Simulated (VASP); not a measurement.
BeB: single point with PBE

BeB:

```
CELL_PARAMETERS angstrom
1.49749 -3.36193 0.00000
1.49749 3.36193 0.00000
0.00000 0.00000 2.92197
ATOMIC_POSITIONS crystal
Be 0.85845 0.14155 0.25000
Be 0.14155 0.85845 0.75000
B 0.56285 0.43715 0.25000
B 0.43715 0.56285 0.75000
```

```json
{
  "Program": "VASP 6.6.1",
  "Task": "single point",
  "Functional": "PBE",
  "Potentials or basis": "VASP PAW PBE potentials, release 64 (Be, B)",
  "Cutoff": "520 eV",
  "k mesh": "16 × 16 × 16",
  "Occupations": "gaussian, width 0.1 eV",
  "Spin": "no spin polarisation",
  "Dipole correction": "no",
  "Further INCAR settings": "ALGO = Normal; EDIFF = 1e-06; NBANDS = 13"
}
```

```
Pressure               : 0.2 GPa
Largest force          : 0.011 eV/Å
Band gap on the k mesh : zero (band 5 reaches 10.27 eV, above the bottom of band 6 at 3.83 eV)
```

Forces on the atoms (eV/Å):
```
Be   0.000  0.005  0.000
Be   0.000 -0.005  0.000
B    0.000 -0.011  0.000
B    0.000  0.011  0.000
```

Stress tensor (GPa, compression positive):
```
0.12 0.00 0.00
0.00 0.20 0.00
0.00 0.00 0.21
```

Levels at points of the mesh, in eV from the Fermi level:
```csv
k point,band 1,band 2,band 3,band 4,band 5,band 6,band 7,band 8,band 9,band 10
"(0.00, 0.00, 0.00)",-13.71,-3.65,-3.18,-2.60,-1.54,3.31,4.49,5.08,8.91,9.51
"(0.50, 0.00, 0.00)",-11.07,-8.61,-5.25,-2.12,-1.22,4.30,5.17,6.29,9.22,9.52
"(0.50, 0.50, 0.00)",-12.42,-9.21,-2.90,-2.18,3.65,4.04,4.63,5.02,8.33,11.20
"(0.00, 0.00, 0.50)",-10.42,-10.42,-1.98,-1.98,2.48,2.48,4.23,4.23,7.55,7.55
"(0.50, 0.00, 0.50)",-8.04,-8.04,-5.09,-5.09,-2.04,-2.04,3.40,3.40,11.11,11.11
"(0.50, 0.50, 0.50)",-9.23,-9.23,-5.75,-5.75,1.20,1.20,6.91,6.91,11.57,11.57
```

Wall time 2.5 min on 1 thread of Intel(R) Xeon(R) Platinum 8488C (Sapphire Rapids) (shared host), peak memory 0.33 GiB.
